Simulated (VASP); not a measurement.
## Al18H4C: single point with PBE+D3(BJ)

Al18H4C, a slab with vacuum:

```
Al C H
1.0
     5.72757    0.00000    0.00000
     4.29567    7.44032    0.00000
     0.00000    0.00000   17.67654
Al C H
18 1 4
Direct
  0.16667 0.11111 0.05657
  0.66667 0.11111 0.05657
  0.16667 0.44444 0.05657
  0.66667 0.44444 0.05657
  0.16667 0.77778 0.05657
  0.66667 0.77778 0.05657
  0.83323 0.22229 0.18821
  0.33323 0.22229 0.18821
  0.83329 0.55563 0.18788
  0.33329 0.55563 0.18788
  0.83340 0.88879 0.18794
  0.33340 0.88879 0.18794
  0.00027 0.99956 0.31957
  0.50027 0.99956 0.31957
  0.99967 0.33365 0.31959
  0.49967 0.33365 0.31959
  0.00000 0.66683 0.31918
  0.50000 0.66683 0.31918
  0.74539 0.66445 0.52114
  0.54324 0.76006 0.50017
  0.80437 0.52951 0.50037
  0.88909 0.70358 0.50038
  0.74496 0.66467 0.58313
```

```
Program             : VASP 6.6.1
Task                : single point
Functional          : PBE
Dispersion          : D3(BJ)
Potentials or basis : VASP PAW PBE potentials, release 64 (Al, C, H)
Cutoff              : 520 eV
k mesh              : 3 × 2 × 1
Occupations         : gaussian, width 0.05 eV
Spin                : no spin polarisation
```

- Largest force: 0.021 eV/Å
- Band gap on the k mesh: zero (filled and empty bands touch)
- Dispersion energy per atom: -0.186 eV

Forces on the atoms (eV/Å):
```
Al   0.003  0.001  0.007
Al  -0.002 -0.001  0.009
Al  -0.003  0.004 -0.001
Al   0.001  0.007  0.001
Al  -0.002 -0.004 -0.005
Al   0.002 -0.004 -0.007
Al   0.001  0.000  0.000
Al  -0.005 -0.002 -0.003
Al   0.002 -0.004 -0.001
Al   0.002  0.002  0.004
Al   0.000  0.000  0.002
Al   0.000  0.000  0.000
Al  -0.001  0.005  0.006
Al   0.001 -0.003 -0.006
Al  -0.002  0.000 -0.008
Al   0.001  0.000  0.003
Al  -0.001 -0.002 -0.010
Al   0.004 -0.002 -0.008
C   -0.010 -0.006  0.017
H   -0.005  0.017 -0.005
H   -0.002 -0.015 -0.009
H    0.015  0.011 -0.006
H    0.000 -0.002  0.020
```

Levels at points of the mesh, in eV from the Fermi level:
| k point | band 28 | band 29 | band 30 | band 31 | band 32 | band 33 | band 34 | band 35 |
| --- | --- | --- | --- | --- | --- | --- | --- | --- |
| (0.00, 0.00, 0.00) | -0.37 | -0.12 | -0.05 | -0.05 | 0.08 | 0.16 | 0.16 | 0.77 |
| (0.00, 0.50, 0.00) | -1.26 | -0.12 | -0.12 | -0.05 | -0.05 | 0.08 | 0.08 | 1.36 |

Wall time 4.7 min on 1 thread of AMD EPYC 9R45 96-Core Processor (Zen 5), on a shared host, peak memory 0.79 GiB.

Caveat: the k points lie up to 0.42 Å⁻¹ apart.
